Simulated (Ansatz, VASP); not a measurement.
## Two plane-wave programs on Hg

```xyz
1
Lattice="3.3164 0.0292 0.1168 1.6821 2.9123 -0.0594 0.3224 1.5042 8.3504" Properties=species:S:1:pos:R:3 pbc="T T T"
Hg    1.6582    0.0146    0.0584
```

Alike in both runs: task single point; functional PBE; k mesh 10 × 10 × 4; occupations gaussian, width 0.02 eV; no spin polarisation.

|  | VASP | Ansatz |
| --- | --- | --- |
| version | VASP 6.6.1 | Ansatz 0.2.0 |
| potentials or method | VASP PAW PBE potentials, release 64 (Hg), cutoff 520 eV | scalar-relativistic, plane waves, PAW |
| valence electrons in the cell | 12 | 20 |

|  | VASP | Ansatz | Ansatz less VASP |
| --- | --- | --- | --- |
| gap on the k mesh at the Fermi level (eV) | 1.19 | 1.18 | -0.011 |
| least direct gap on the mesh (eV) | 1.47 | 1.46 | -0.014 |
| pressure (GPa) | 0.4 | 0.4 | -0.01 |
| traceless stress, the component that is largest in VASP (GPa) | -0.47 | -0.44 | +0.038 |

The functional is the same, so the differences come from potentials, cutoffs and numerics. VASP's potentials hold 12 valence electrons a cell and Ansatz's 20, so a difference there can come from the potentials and not from the codes.

Neither program's run includes spin-orbit coupling.
